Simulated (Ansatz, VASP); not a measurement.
# Gd in VASP and in Ansatz

INCAR

```
  PREC = Accurate
  ENCUT = 520
  EDIFF = 1E-7
  ISMEAR = -1
  SIGMA = 0.05
  LREAL = False
  LASPH = True
  NELM = 150
  ALGO = Normal
  ISIF = 2
  LWAVE = False
  LCHARG = False
  ISPIN = 2
  MAGMOM = 7 7
  LORBIT = 11
  LMAXMIX = 6
  GGA = PS
  NBANDS = 29
```

The input KPOINTS:

```
Automatic mesh
0
Gamma
  8 8 5
```

File POSCAR:

```
Gd
1.0
    3.6838475923      0.0000000000      0.0000000000
   -1.8419237961      3.1903055986      0.0000000000
    0.0000000000      0.0000000000      5.8586955685
Gd
2
Direct
    0.6666666667      0.3333333333      0.7500000000
    0.3333333333      0.6666666667      0.2500000000
```

Contents of input.yaml:

```yaml
crystal:
  lattice:
    - [3.6838475923, 0.0, 0.0]
    - [-1.8419237961, 3.1903055986, 0.0]
    - [0.0, 0.0, 5.8586955685]
  atoms:
    - { symbol: Gd, position: [0.6666666667, 0.3333333333, 0.75], spin: 7.0 }
    - { symbol: Gd, position: [0.3333333333, 0.6666666667, 0.25], spin: 7.0 }
hamiltonian:
  xc: pbesol
  pseudopotentials: { kind: paw }
magnetization:
  spin_polarized: true
kpoints:
  mp_grid: { grid: [8, 8, 5] }
scf:
  occupations: { method: fermi_dirac, width: 0.05 }
output:
  forces: true
  stress: true
  eigenvalues: true
```

Alike in both runs: task single point; functional PBEsol; k mesh 8 × 8 × 5; occupations fermi-dirac, width 0.05 eV; collinear spin.

|  | VASP | Ansatz |
| --- | --- | --- |
| version | VASP 6.6.1 | Ansatz 0.2.0 |
| potentials or method | VASP PAW PBE potentials, release 64 (Gd) | Ansatz PAW |
| plane-wave cutoff (eV) | 520 | 420 |
| valence electrons in the cell | 36 | 36 |

Ansatz gave:

| Property | Result |
| --- | --- |
| gap on the k mesh at the Fermi level (eV) | none |
| pressure (GPa) | -2.9 |
| traceless stress, the component that is largest in VASP (GPa) | 0.17 |
| net moment per atom (μB) | 7.62 |
| size of the moment on the site where the two differ most (μB) | 7.34 |

Q: Estimate VASP's values.

A: gap on the k mesh at the Fermi level (eV): none; pressure (GPa): -2.9; traceless stress, the component that is largest in VASP (GPa): 0.16; net moment per atom (μB): 7.62; size of the moment on the site where the two differ most (μB): 6.98.

VASP's potentials were made for PBE, not for PBEsol. Site moments also hang on the region over which each program counts them. A gap of «none» marks a metal or a gap that the smearing closes.

Spin-orbit coupling is off throughout.
